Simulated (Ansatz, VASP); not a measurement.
Be in VASP and in Ansatz

```
CELL_PARAMETERS angstrom
2.26596 0.00000 0.00000
0.00000 6.19408 0.00000
0.00000 0.00000 3.62047
ATOMIC_POSITIONS crystal
Be 0.00000 0.80351 0.24999
Be 0.00000 0.19649 0.24999
Be 0.50000 0.30351 0.75001
Be 0.50000 0.69649 0.75001
Be 0.00000 0.00000 0.74997
Be 0.50000 0.50000 0.25003
```

Alike in both runs: functional PBE; k mesh 6 × 4 × 4; occupations gaussian, width 0.1 eV; no spin polarisation.

Ansatz relaxed the structure, and its values are those at the end. VASP's run is a single point on that final structure, the one shown.

|  | VASP | Ansatz |
| --- | --- | --- |
| version | VASP 6.6.1 | Ansatz 0.2.0 |
| potentials or method | VASP PAW PBE potentials, release 64 (Be), cutoff 520 eV | scalar-relativistic, plane waves, PAW |
| valence electrons in the cell | 12 | 12 |

|  | VASP | Ansatz | Ansatz less VASP |
| --- | --- | --- | --- |
| gap on the k mesh at the Fermi level (eV) | none | none | - |
| pressure (GPa) | 0.2 | 0.0 | -0.14 |
| rms of the force components (eV/Å) | 0.005 | 0.002 | -0.0027 |

A gap of «none» marks a metal or a gap that the smearing closes.

The k mesh is coarse, so the values compare programs but aren't converged.
